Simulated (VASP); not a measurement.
A run of VASP 6.6.1 is set up as follows.

File INCAR:

```
  ALGO = Fast
  EDIFF = 1E-6
  ENCUT = 520
  GGA = PS
  ISIF = 2
  ISMEAR = 0
  LASPH = T
  LCHARG = F
  LREAL = F
  LWAVE = F
  NBANDS = 18
  NELM = 60
  PREC = Accurate
  SIGMA = 0.15
```

KPOINTS

```
k-points
0
Gamma
  18 18 10
```

POSCAR

```
Ta
1.0
    2.9003720726      0.0000000000      0.0000000000
   -1.4501860363      2.5117958953      0.0000000000
    0.0000000000      0.0000000000      5.3470935900
Ta
2
Direct
    0.6666666667      0.3333333333      0.7500000000
    0.3333333333      0.6666666667      0.2500000000
```

Potentials or basis: VASP PAW PBE potentials, release 64 (Ta_pv).

Launch:

```bash
$ cat potpaw_PBE.64/Ta_pv/POTCAR > POTCAR
$ mpirun -np 1 vasp_std > vasp.out
```

Task: Predict the pressure.

Result: -12.1 GPa.

Task: Predict the band gap on the k mesh.

Result: Zero (band 11 reaches 6.56 eV, above the bottom of band 12 at 4.37 eV).

Stress tensor (GPa, compression positive):
```
-10.25   0.00   0.00
  0.00 -10.25   0.00
  0.00   0.00 -15.68
```

Caveat: the cell differs from its parent crystal (strain +0.0350 x Voigt [0, 0, 1, 0, 0, 0]); the PAW data sets were made with another functional, which shifts forces and pressure a little; spin-orbit coupling is left out, which moves the levels of the heavy elements.
